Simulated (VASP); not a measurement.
**LiNbO3: relaxation of shape and atoms at fixed volume with LDA**

The system is LiNbO3.

```
Li Nb O
1.0
     2.58745    1.49386    4.56194
    -2.58745    1.49386    4.56194
     0.00000   -2.98773    4.56194
Li Nb O
2 2 6
Direct
  0.25000 0.25000 0.25000
  0.75000 0.75000 0.75000
  0.00000 0.00000 0.00000
  0.50000 0.50000 0.50000
  0.12527 0.37473 0.75000
  0.75000 0.12527 0.37473
  0.37473 0.75000 0.12527
  0.25000 0.87473 0.62527
  0.87473 0.62527 0.25000
  0.62527 0.25000 0.87473
```

| Quantity | Value |
| --- | --- |
| Program | VASP 6.6.1 |
| Task | relaxation of shape and atoms at fixed volume |
| Functional | LDA |
| Potentials or basis | VASP PAW LDA potentials, release 64 (Li_sv, Nb_sv, O) |
| Cutoff | 600 eV |
| k mesh | 6 × 6 × 6 |
| Occupations | gaussian, width 0.02 eV |
| Spin | no spin polarisation |
| Dipole correction | no |
| Further INCAR settings | ALGO = Normal; EDIFF = 1e-07; IBRION = 2; EDIFFG = -0.01; NSW = 50; ISIF = 4 |

The energy gained by relaxing is 2.0 meV/atom. The ionic steps are 6, the pressure after relaxing is -4.7 GPa and the band gap on the k mesh is 2.51 eV (least direct gap 2.63 eV).

Forces in eV/Å, atoms in the order of the input:
```
Li   0.000  0.000  0.000
Li   0.000  0.000  0.000
Nb   0.000  0.000  0.000
Nb   0.000  0.000  0.000
O    0.002  0.000  0.000
O   -0.001  0.002  0.000
O   -0.001 -0.002  0.000
O    0.001 -0.002  0.000
O   -0.002  0.000  0.000
O    0.001  0.002  0.000
```

The path:
```csv
step,energy change (eV),largest force (eV/Å),pressure (GPa),volume (Å³)
1,0.0000,0.2389,-6.66,105.80
2,-0.0130,0.1353,-5.84,105.80
3,-0.0190,0.0032,-4.73,105.80
4,-0.0190,0.0074,-4.77,105.80
5,-0.0196,0.0044,-4.73,105.80
6,-0.0196,0.0023,-4.70,105.80
```

Final structure:
```yaml
crystal:
  lattice:
    - [2.58825, 1.49432, 4.55913]
    - [-2.58825, 1.49432, 4.55913]
    - [0.00000, -2.98865, 4.55913]
  atoms:
    - { symbol: Li, position: [0.25000, 0.25000, 0.25000] }
    - { symbol: Li, position: [0.75000, 0.75000, 0.75000] }
    - { symbol: Nb, position: [0.00000, 0.00000, 0.00000] }
    - { symbol: Nb, position: [0.50000, 0.50000, 0.50000] }
    - { symbol: O, position: [0.13063, 0.36937, 0.75000] }
    - { symbol: O, position: [0.75000, 0.13063, 0.36937] }
    - { symbol: O, position: [0.36937, 0.75000, 0.13063] }
    - { symbol: O, position: [0.25000, 0.86937, 0.63063] }
    - { symbol: O, position: [0.86937, 0.63063, 0.25000] }
    - { symbol: O, position: [0.63063, 0.25000, 0.86937] }
```

Levels at points of the mesh, in eV from the valence-band top:
| k point | band 32 | band 33 | band 34 | band 35 | band 36 | band 37 |
| --- | --- | --- | --- | --- | --- | --- |
| (0.00, 0.00, 0.00) | -0.22 | -0.22 | -0.07 | 2.55 | 2.55 | 2.74 |
| (0.50, 0.00, 0.00) | -0.30 | -0.24 | -0.24 | 4.17 | 4.17 | 4.23 |
| (0.50, 0.50, 0.00) | -0.43 | -0.31 | -0.28 | 2.51 | 3.67 | 4.04 |
| (0.50, 0.50, 0.50) | -0.32 | -0.32 | -0.32 | 4.22 | 4.22 | 4.52 |

Wall time 5.7 min on 1 thread of Intel(R) Xeon(R) 6975P-C (Granite Rapids) (shared host), peak memory 0.35 GiB.

Caveat: the cutoff is under 1.25 times the usual one of these potentials, so pressure, stress and relaxed cells hold a basis-set (Pulay) error. A k mesh can miss the band edges.
